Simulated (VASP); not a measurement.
Wanted: the native input for a VASP 6.6.1 run.

```yaml
Task: single point
Functional: r2SCAN
Potentials_or_basis: VASP PAW PBE potentials, release 64 (O, Te, Sr_sv)
Cutoff: 520 eV
k_mesh: 6 × 6 × 6
Occupations: gaussian, width 0.01 eV
Spin: no spin polarisation
Dipole_correction: no
Further_INCAR_settings: ALGO = Normal; EDIFF = 1e-06; NBANDS = 24
```

Crystal: Sr2TeO.

```
O Te Sr
1.0
     2.06883    1.19444    7.03545
    -2.06883    1.19444    7.03545
     0.00000   -2.38888    7.03545
O Te Sr
1 1 2
Direct
  0.00000 0.00000 0.00000
  0.50000 0.50000 0.50000
  0.26816 0.26816 0.26816
  0.73184 0.73184 0.73184
```

These files were run (other wordings do the same):

POSCAR

```
Sr2TeO
1.0
    2.0688328814      1.1944412210      7.0354503811
   -2.0688328814      1.1944412210      7.0354503811
    0.0000000000     -2.3888824420      7.0354503811
O Te Sr
1 1 2
Direct
    1.0000000000      0.0000000000      0.0000000000
    0.5000000000      0.5000000000      0.5000000000
    0.2681616538      0.2681616538      0.2681616538
    0.7318383462      0.7318383462      0.7318383462
```

INCAR.step1

```
ALGO = Normal ; EDIFF = 1E-4
ENCUT = 520 ; GGA = PE
ISMEAR = 0 ; LASPH = True
LCHARG = False ; LREAL = False
LWAVE = True ; NBANDS = 24
NELM = 60 ; PREC = Accurate
SIGMA = 0.01
```

INCAR.step2

```
ALGO = Normal ; EDIFF = 1E-6
ENCUT = 520 ; ISIF = 2
ISMEAR = 0 ; ISTART = 1
LASPH = True ; LCHARG = True
LELF = True ; LMIXTAU = True
LREAL = False ; LVHAR = True
LWAVE = False ; METAGGA = R2SCAN
NBANDS = 24 ; NELM = 60
PREC = Accurate ; SIGMA = 0.01
```

KPOINTS

```
k-points
0
Gamma
  6 6 6
```

Potentials or basis: VASP PAW PBE potentials, release 64 (O, Te, Sr_sv).

The run is started by

```console
$ cat potpaw_PBE.64/O/POTCAR potpaw_PBE.64/Te/POTCAR potpaw_PBE.64/Sr_sv/POTCAR > POTCAR
$ cp INCAR.step1 INCAR
$ mpirun -np 1 vasp_std > vasp.out
$ cp INCAR.step2 INCAR
$ mpirun -np 1 vasp_std > vasp.out
```

It gave:

```
Pressure               : 0.2 GPa
Band gap on the k mesh : 1.39 eV, indirect (least direct gap 1.63 eV)
```

Caveat: the PAW data sets were made with another functional, which shifts forces and pressure a little; spin-orbit coupling is left out, which moves the levels of the heavy elements.

Wall time 13 min on 1 thread of AMD EPYC 9R45 96-Core Processor (Zen 5), with other jobs on the host, peak memory 0.48 GiB.
